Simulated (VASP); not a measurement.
Set up this calculation in VASP 6.6.1, as the native input.

| Item | Value |
| --- | --- |
| Task | single point |
| Functional | r2SCAN |
| Potentials or basis | VASP PAW PBE potentials, release 64 (Ta_pv, N) |
| Cutoff | 520 eV |
| k mesh | 6 × 6 × 10 |
| Occupations | gaussian, width 0.05 eV |
| Spin | no spin polarisation |
| Dipole correction | no |
| Further INCAR settings | ALGO = Normal; EDIFF = 1e-07; NBANDS = 33 |

Crystal: TaN.

```xyz
6
Lattice="5.1910 0.0000 0.0000 -2.5955 4.4955 0.0000 0.0000 0.0000 2.9080" Properties=species:S:1:pos:R:3 pbc="T T T"
Ta    0.0000    0.0000    0.0000
Ta    0.0000    2.9970    1.4540
Ta    2.5955    1.4985    1.4540
N     2.5955    0.0000    0.0000
N     1.2977    2.2478    0.0000
N    -1.2977    2.2478    0.0000
```

The input as run:

POSCAR

```
TaN
1.0
    5.1910000000      0.0000000000      0.0000000000
   -2.5955000000      4.4955378710      0.0000000000
    0.0000000000      0.0000000000      2.9080000000
Ta N
3 3
Direct
    0.0000000000      0.0000000000      0.0000000000
    0.3333333333      0.6666666667      0.5000000000
    0.6666666667      0.3333333333      0.5000000000
    0.5000000000      0.0000000000      0.0000000000
    0.5000000000      0.5000000000      0.0000000000
    0.0000000000      0.5000000000      0.0000000000
```

INCAR.step1

```
ALGO = Normal ; EDIFF = 1E-4
ENCUT = 520 ; GGA = PE
ISMEAR = 0 ; LASPH = T
LCHARG = F ; LREAL = F
LWAVE = T ; NBANDS = 33
NELM = 60 ; PREC = Accurate
SIGMA = 0.05
```

INCAR.step2

```
ALGO = Normal ; EDIFF = 1E-7
ENCUT = 520 ; ISIF = 2
ISMEAR = 0 ; ISTART = 1
LASPH = T ; LCHARG = T
LELF = T ; LMIXTAU = T
LREAL = F ; LVHAR = T
LWAVE = F ; METAGGA = R2SCAN
NBANDS = 33 ; NELM = 60
PREC = Accurate ; SIGMA = 0.05
```

KPOINTS

```
k-points
0
Gamma
  6 6 10
```

Potentials or basis: VASP PAW PBE potentials, release 64 (Ta_pv, N).

Launch:

```console
$ cat potpaw_PBE.64/Ta_pv/POTCAR potpaw_PBE.64/N/POTCAR > POTCAR
$ cp INCAR.step1 INCAR
$ mpirun -np 1 vasp_std > vasp.out
$ cp INCAR.step2 INCAR
$ mpirun -np 1 vasp_std > vasp.out
```

Results of the run:

```
Pressure               : 6.6 GPa
Band gap on the k mesh : zero (bands 24 and 25 overlap by 2.21 eV)
```

Caveat: the cell stands under pressure; the PAW data sets were made with another functional, which shifts forces and pressure a little; spin-orbit coupling is left out, which moves the levels of the heavy elements.

It took 9.4 min on 1 thread of Intel Xeon 8259CL, on a shared host, peak memory 0.25 GiB.
